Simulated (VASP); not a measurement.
# SnSe2 (P-3m1) in VASP: a series of runs

Runs on SnSe2. Level: LDA. Tasks: single point.

All numbers are computed with VASP 6.6.1; they aren't measurements. Logs are shortened: lines on timing, memory, paths and dates and some standing lists are left out, and cuts for length are marked.

### Step 1. The cell of the first run

The structure is trigonal, space group P-3m1 (No. 164). Conventional cell: a = 3.811 Å, b = 3.811 Å, c = 6.136 Å, α = 90.00°, β = 90.00°, γ = 120.00°. Within 3.5 Å of Sn (site symmetry -3m) lie 6 Se at 2.68 Å. Se (site symmetry 3m) has 3 Sn at 2.68 Å within 3.5 Å.

### Step 2. Single point, LDA

Contents of INCAR:

```
SYSTEM = SnSe2
PREC = Accurate
ENCUT = 520
EDIFF = 1E-6
ISMEAR = 0
SIGMA = 0.1
LREAL = .FALSE.
LASPH = .TRUE.
NELM = 100
ALGO = Normal
ISIF = 2
LWAVE = .FALSE.
LCHARG = .FALSE.
GGA = CA
NBANDS = 20
```

Contents of KPOINTS:

```
regular mesh
0
G
  6 6 4
  0 0 0
```

Contents of POSCAR:

```
SnSe2
1.0
    3.8110000000      0.0000000000      0.0000000000
   -1.9055000000      3.3004228138      0.0000000000
    0.0000000000      0.0000000000      6.1360000000
Sn Se
1 2
Direct
    0.0000000000      0.0000000000      0.0000000000
    0.3333333333      0.6666666667      0.2490000000
    0.6666666667      0.3333333333      0.7510000000
```

Potentials or basis: VASP PAW LDA potentials, release 64 (Sn_d, Se).

The run is started by

```bash
> cat potpaw_LDA.64/Sn_d/POTCAR potpaw_LDA.64/Se/POTCAR > POTCAR
> mpirun -np 1 vasp_std > vasp.out
```

OUTCAR:

```text
SYSTEM = SnSe2
   PREC = Accurate
   ENCUT = 520
   EDIFF = 1E-6
   ISMEAR = 0
   LREAL = .FALSE.
   LASPH = .TRUE.
   NELM = 100
   ISIF = 2
   GGA = CA

 ion  position               nearest neighbor table
   1  0.000  0.000  0.000-   2 2.68   3 2.68   2 2.68   3 2.68   3 2.68   2 2.68
   2  0.333  0.667  0.249-   1 2.68   1 2.68   1 2.68
   3  0.667  0.333  0.751-   1 2.68   1 2.68   1 2.68

  LATTYP: Found a hexagonal cell.
 ALAT       =     3.8110000000
 C/A-ratio  =     1.6100760955

  Lattice vectors:

 A1 = (   3.8110000000,   0.0000000000,   0.0000000000)
 A2 = (  -1.9055000000,   3.3004228138,   0.0000000000)
 A3 = (   0.0000000000,   0.0000000000,   6.1360000000)

Analysis of symmetry for initial positions (statically):
=====================================================================
 Subroutine PRICEL returns:
 Original cell was already a primitive cell.

 Routine SETGRP: Setting up the symmetry group for a
 hexagonal supercell.

 Subroutine GETGRP returns: Found 12 space group operations
 (whereof 12 operations were pure point group operations)
 out of a pool of 24 trial point group operations.

The static configuration has the point symmetry D_3d.

Analysis of symmetry for dynamics (positions and initial velocities):
=====================================================================
 Subroutine PRICEL returns:
 Original cell was already a primitive cell.

 Routine SETGRP: Setting up the symmetry group for a
 hexagonal supercell.

 Subroutine GETGRP returns: Found 12 space group operations
 (whereof 12 operations were pure point group operations)
 out of a pool of 24 trial point group operations.

The dynamic configuration has the point symmetry D_3d.

 Subroutine INISYM returns: Found 12 space group operations
 (whereof 12 operations are pure point group operations),
 and found     1 'primitive' translations

----------------------------------------------------------------------------------------

                                     Primitive cell

  volume of cell :      77.1781

  direct lattice vectors                    reciprocal lattice vectors
     3.811000000  0.000000000  0.000000000     0.262398321  0.151495741  0.000000000
    -1.905500000  3.300422814  0.000000000     0.000000000  0.302991482  0.000000000
     0.000000000  0.000000000  6.136000000     0.000000000  0.000000000  0.162972621

  length of vectors
     3.811000000  3.811000000  6.136000000     0.302991482  0.302991482  0.162972621

  position of ions in fractional coordinates (direct lattice)
     0.000000000  0.000000000  0.000000000
     0.333333333  0.666666667  0.249000000
     0.666666667  0.333333333  0.751000000

  ion indices of the primitive-cell ions
   primitive index   ion index
                 1           1
                 2           2
                 3           3

----------------------------------------------------------------------------------------

 KPOINTS: regular mesh

Automatic generation of k-mesh.
 Grid dimensions read from file:
 generate k-points for:    6    6    4

 Generating k-lattice:

  Cartesian coordinates                     Fractional coordinates (reciprocal lattice)
     0.043733053  0.025249290  0.000000000     0.166666667  0.000000000  0.000000000
     0.000000000  0.050498580  0.000000000     0.000000000  0.166666667  0.000000000
     0.000000000  0.000000000  0.040743155     0.000000000  0.000000000  0.250000000

  Length of vectors
     0.050498580  0.050498580  0.040743155

  Shift w.r.t. Gamma in fractional coordinates (k-lattice)
     0.000000000  0.000000000  0.000000000

 Subroutine IBZKPT returns following result:
 ===========================================

 Found     24 irreducible k-points:

 Following reciprocal coordinates:
            Coordinates               Weight
  0.000000  0.000000  0.000000      1.000000
  0.166667 -0.000000  0.000000      6.000000
  0.333333  0.000000  0.000000      6.000000
  0.500000  0.000000  0.000000      3.000000
  0.166667  0.166667  0.000000      6.000000
  0.333333  0.166667  0.000000     12.000000
[... 16 lines left out ...]
  0.333333  0.166667  0.500000     12.000000
  0.333333  0.333333  0.500000      2.000000
   k-points           NKPTS =     24   k-points in BZ     NKDIM =     24   number of bands    NBANDS=     20
   number of dos      NEDOS =    301   number of ions     NIONS =      3
   total plane-waves  NPLWV =  37632
   dimension x,y,z NGX =    28 NGY =   28 NGZ =   48
   dimension x,y,z NGXF=    56 NGYF=   56 NGZF=   96
   ions per type =               1   2
   NGX,Y,Z   is equivalent  to a cutoff of  12.21, 12.21, 13.00 a.u.
   NGXF,Y,Z  is equivalent  to a cutoff of  24.43, 24.43, 26.01 a.u.
 SYSTEM =  SnSe2
   PREC   = accura    normal or accurate (medium, high low for compatibility)
   ISTART =      0    job   : 0-new  1-cont  2-samecut
   ICHARG =      2    charge: 1-file 2-atom 10-const
   ISPIN  =      1    spin polarized calculation?
   LNONCOLLINEAR =      F non collinear calculations
   LSORBIT =      F    spin-orbit coupling
   LASPH  =      T    aspherical Exc in radial PAW
   ENCUT  =  520.0 eV  38.22 Ry    6.18 a.u.   7.09  7.09 11.41*2*pi/ulx,y,z
   NELM   =    100;   NELMIN=  2; NELMDL= -5     # of ELM steps
   EDIFF  = 0.1E-05   stopping-criterion for ELM
   LREAL  =      F    real-space projection
[... 7 lines left out ...]
   TEBEG  =    0.0;   TEEND  =   0.0 temperature during run
   PSTRESS=    0.0 pullay stress
   NELECT =      26.0000    total number of electrons
   NUPDOWN=      -1.0000    fix difference up-down
   EMIN   =  10.00;   EMAX   =-10.00  energy-range for DOS
   EFERMI =   0.00;   METHOD = LEGACY
   ISMEAR =     0;   SIGMA  =   0.10  broadening in eV -4-tet -1-fermi 0-gaus
   EFERMI_NEDOS =   21; number of points for ismear=-14 and -15
   IALGO  =     38    algorithm
   IMIX   =      4    mixing-type and parameters
     AMIX     =   0.40;   BMIX     =  1.00
     AMIX_MAG =   1.60;   BMIX_MAG =  1.00
  volume/ion in A,a.u.               =      25.73       173.61
  Fermi-wavevector in a.u.,A,eV,Ry     =   1.139116  2.152617 17.654722  1.297585
  Thomas-Fermi vector in A             =   2.275820
   LORBIT       =      0    0 simple, 1 ext, 2 COOP (PROOUT), +10 PAW based schemes
   GGA     = CA    functional components
   LHFCALC =     F    Hartree Fock is set to
   AEXX    =    0.0000 exact exchange contribution
   IVDW    =     0    specifies the selected vdW correction
   LEPSILON=     F    determine dielectric tensor
   LRPA    =     F    only Hartree local field effects (RPA)
 non-spin polarized calculation
 Gauss-broadening in eV      SIGMA  =   0.10
  energy-cutoff  :      520.00
  volume of cell :       77.18
 maximum number of plane-waves:      2109
   NGX = 15   NGY = 15   NGZ = 23

 number of electron      26.0000008 magnetization

 Free energy of the ion-electron system (eV)
  ---------------------------------------------------
  ext. energy  EPLUGINS =         0.00000000
  ---------------------------------------------------
  free energy    TOTEN  =       -13.74449106 eV

  energy without entropy =      -13.74449104  energy(sigma->0) =      -13.74449105

 E-fermi :   4.4354     XC(G=0):  -9.7803

 val. band max:        4.0990397225   @ k =   0.0000   0.0000   0.0000
 cond. band min:       4.7903854833   @ k =   0.5000   0.0000   0.2500
 fundamental gap:      0.6913457608
 Fermi energy:         4.4353589447

 k-point     1 :       0.0000    0.0000    0.0000
  band No.  band energies     occupation
      1     -17.0931      2.00000
      2     -17.0931      2.00000
      3     -17.0507      2.00000
      4     -17.0355      2.00000
      5     -17.0355      2.00000
      6      -9.9424      2.00000
[... 12 lines left out ...]
     19      13.0321      0.00000
     20      13.0321      0.00000

 k-point     2 :       0.1667   -0.0000    0.0000
  band No.  band energies     occupation
      1     -17.1075      2.00000
      2     -17.0845      2.00000
      3     -17.0450      2.00000
      4     -17.0387      2.00000
      5     -17.0326      2.00000
      6      -9.6653      2.00000
[... 12 lines left out ...]
     19      12.2529      0.00000
     20      13.2835      0.00000

 k-point     3 :       0.3333    0.0000    0.0000
  band No.  band energies     occupation
      1     -17.1394      2.00000
      2     -17.0747      2.00000
      3     -17.0540      2.00000
      4     -17.0216      2.00000
      5     -17.0195      2.00000
      6      -8.9208      2.00000
[... 12 lines left out ...]
     19      12.8761      0.00000
     20      13.7206      0.00000

 k-point     4 :       0.5000    0.0000    0.0000
  band No.  band energies     occupation
      1     -17.1559      2.00000
      2     -17.0730      2.00000
      3     -17.0589      2.00000
      4     -17.0120      2.00000
      5     -17.0096      2.00000
      6      -8.2646      2.00000
[... 12 lines left out ...]
     19      13.8834      0.00000
     20      14.6018      0.00000

 k-point     5 :       0.1667    0.1667    0.0000
  band No.  band energies     occupation
      1     -17.1243      2.00000
      2     -17.0829      2.00000
      3     -17.0455      2.00000
      4     -17.0368      2.00000
      5     -17.0196      2.00000
      6      -9.1482      2.00000
[... 12 lines left out ...]
     19      10.9831      0.00000
     20      14.1011      0.00000
[... 353 lines left out ...]
      6      -8.1684      2.00000
[... 12 lines left out ...]
     19      13.7180      0.00000
     20      14.6237      0.00000

 k-point    22 :       0.1667    0.1667    0.5000
  band No.  band energies     occupation
      1     -17.1245      2.00000
      2     -17.0830      2.00000
      3     -17.0456      2.00000
      4     -17.0367      2.00000
      5     -17.0196      2.00000
      6      -8.9931      2.00000
[... 12 lines left out ...]
     19      12.0744      0.00000
     20      13.1598      0.00000

 k-point    23 :       0.3333    0.1667    0.5000
  band No.  band energies     occupation
      1     -17.1404      2.00000
      2     -17.0862      2.00000
      3     -17.0496      2.00000
      4     -17.0229      2.00000
      5     -17.0112      2.00000
      6      -8.2371      2.00000
[... 12 lines left out ...]
     19      12.3456      0.00000
     20      13.6776      0.00000

 k-point    24 :       0.3333    0.3333    0.5000
  band No.  band energies     occupation
      1     -17.1157      2.00000
      2     -17.1157      2.00000
      3     -17.0319      2.00000
      4     -17.0319      2.00000
      5     -17.0161      2.00000
      6      -7.7788      2.00000
[... 12 lines left out ...]
     19      13.0501      0.00000
     20      13.0739      0.00000

------------------------ aborting loop because EDIFF is reached ----------------------------------------

  FORCE on cell =-STRESS in cart. coord.  units (eV):
  Direction    XX          YY          ZZ          XY          YZ          ZX
  --------------------------------------------------------------------------------------
  -------------------------------------------------------------------------------------
  Total        0.2467697      0.2467697      0.9737473      0.0000000      0.0000000      0.0000000
  in kB        5.1228133      5.1228133     20.2144979      0.0000000      0.0000000      0.0000000
  external PRESSURE =      10.1533748 kB  Pullay stress =       0.0000000 kB

 VOLUME and BASIS-vectors are now :
 -----------------------------------------------------------------------------
  energy-cutoff  :      520.00
  volume of cell :       77.18
      direct lattice vectors                 reciprocal lattice vectors
     3.811000000  0.000000000  0.000000000     0.262398321  0.151495741  0.000000000
    -1.905500000  3.300422814  0.000000000     0.000000000  0.302991482  0.000000000
     0.000000000  0.000000000  6.136000000     0.000000000  0.000000000  0.162972621

 POSITION                                       TOTAL-FORCE (eV/Angst)
 -----------------------------------------------------------------------------------
      0.00000      0.00000      0.00000        -0.000000      0.000000     -0.000000
     -0.00000      2.20028      1.52786         0.000000     -0.000000      0.497025
      1.90550      1.10014      4.60814        -0.000000      0.000000     -0.497025
 -----------------------------------------------------------------------------------
    total drift:                                0.000000      0.000000     -0.000000

  FREE ENERGIE OF THE ION-ELECTRON SYSTEM (eV)
  ---------------------------------------------------
  free  energy   TOTEN  =       -13.7444910574 eV

  energy  without entropy=      -13.7444910417  energy(sigma->0) =      -13.74449105
```

It took 14 s on 1 thread of AMD EPYC 9R45 (Zen 5), shared host; peak memory 0.15 GiB.

What came out:

```yaml
Free_energy: -13.7445 eV
Pressure: 1.0 GPa
Largest_force: 0.497 eV/Å
Band_gap_on_the_k_mesh: 0.69 eV (least direct gap 0.90 eV)
```

Forces on the atoms (eV/Å):
```
Sn   0.000  0.000  0.000
Se   0.000  0.000  0.497
Se   0.000  0.000 -0.497
```

Levels at points of the mesh, in eV from the valence-band top:
```tsv
k point	band 10	band 11	band 12	band 13	band 14	band 15	band 16	band 17
(0.00, 0.00, 0.00)	-0.71	-0.38	-0.38	0.00	0.89	2.79	4.53	4.53
(0.50, 0.00, 0.00)	-2.94	-2.70	-1.24	-0.30	1.06	3.64	5.33	5.38
(0.00, 0.00, 0.50)	-0.80	-0.80	-0.23	-0.23	2.33	2.75	4.26	4.26
(0.50, 0.00, 0.50)	-2.54	-2.01	-0.86	-0.70	0.76	4.10	4.71	5.77
```

Caveat: semilocal functionals underestimate gaps, and a narrow one can read as zero; spin-orbit coupling is left out, which moves the levels of the heavy elements. A k mesh can miss the band edges.

### Step 3. Single point, LDA

This run uses another cell than the first one, of 24.58 Å³/atom.

Contents of INCAR:

```
SYSTEM = SnSe2
  PREC = Accurate
  ENCUT = 520
  EDIFF = 1E-6
  ISMEAR = 0
  SIGMA = 0.02
  LREAL = .False.
  LASPH = .True.
  NELM = 100
  ALGO = Normal
  ISIF = 2
  LWAVE = .False.
  LCHARG = .True.
  LELF = .True.
  LVHAR = .True.
  NBANDS = 20
```

Contents of KPOINTS:

```
regular mesh
0
Gamma
  9 9 6
  0 0 0
```

Contents of POSCAR:

```
SnSe2
1.0
    3.8005086736      0.0000000000      0.0000000000
   -1.9002543368      3.2913370586      0.0000000000
    0.0000000000      0.0000000000      5.8952979277
Sn Se
1 2
Direct
    0.0000000000      0.0000000000      0.0000000000
    0.3333333333      0.6666666667      0.2674379574
    0.6666666667      0.3333333333      0.7325620426
```

Potentials or basis: VASP PAW LDA potentials, release 64 (Sn_d, Se).

The run is started by

```bash
> cat potpaw_LDA.64/Sn_d/POTCAR potpaw_LDA.64/Se/POTCAR > POTCAR
> mpirun -np 1 vasp_std > vasp.out
```

Run time: 35 s. Hardware: 1 thread of AMD EPYC 9R45 (Zen 5), shared host; peak memory 0.19 GiB.

The run converged. Its results:

```yaml
Free_energy: -13.7934 eV
Pressure: 0.2 GPa
Largest_force: 0.024 eV/Å
Band_gap_on_the_k_mesh: 0.22 eV (least direct gap 0.70 eV)
```

Forces on the atoms (eV/Å):
```
Sn   0.000  0.000  0.000
Se   0.000  0.000  0.024
Se   0.000  0.000 -0.024
```

Levels at points of the mesh, in eV from the valence-band top:
| k point | band 10 | band 11 | band 12 | band 13 | band 14 | band 15 | band 16 | band 17 |
| --- | --- | --- | --- | --- | --- | --- | --- | --- |
| (0.00, 0.00, 0.00) | -0.82 | -0.65 | -0.65 | -0.10 | 0.60 | 2.73 | 4.40 | 4.40 |
| (0.00, 0.00, 0.50) | -1.01 | -1.01 | -0.34 | -0.34 | 2.42 | 2.60 | 3.95 | 3.95 |

Caveat: semilocal functionals underestimate gaps, and a narrow one can read as zero; spin-orbit coupling is left out, which moves the levels of the heavy elements.
